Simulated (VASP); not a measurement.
NiO, 4 atoms in the cell. The structure is cubic, space group Fm-3m (No. 225). The conventional cell has a = 4.268 Å, b = 4.268 Å, c = 4.268 Å, α = 90.00°, β = 90.00°, γ = 90.00°. Ni (site symmetry m-3m) has 6 O at 2.13 Å within 2.8 Å. Within 2.8 Å of O (site symmetry m-3m) lie 6 Ni at 2.13 Å. 

```yaml
Program: VASP 6.6.1
Task: single point
Functional: PBE
Potentials_or_basis: VASP PAW PBE potentials, release 64 (Ni, O)
Cutoff: 520 eV
k_mesh: 6 × 6 × 6
Occupations: gaussian, width 0.05 eV
Spin: collinear spin, antiferromagnetic start
Starting_moments: "[2.0, -2.0, 0.0, 0.0] μB"
Hubbard_terms: Ni d U = 6.2 eV
Dipole_correction: no
Further_INCAR_settings: ALGO = Normal; EDIFF = 1e-07; NBANDS = 28
```

Potentials or basis: VASP PAW PBE potentials, release 64 (Ni, O).

Launch:

```bash
$ cat potpaw_PBE.64/Ni/POTCAR potpaw_PBE.64/O/POTCAR > POTCAR
$ mpirun -np 1 vasp_std > vasp.out
```

Hardware: 1 thread of Intel(R) Xeon(R) 6975P-C (Granite Rapids), on a shared host.

Question: Estimate the wall time of this run.

Answer: It took 36 s on 1 thread of Intel(R) Xeon(R) 6975P-C (Granite Rapids), with other jobs on the host, peak memory 0.2 GiB. Counts: scf iterations 19, k points 32.
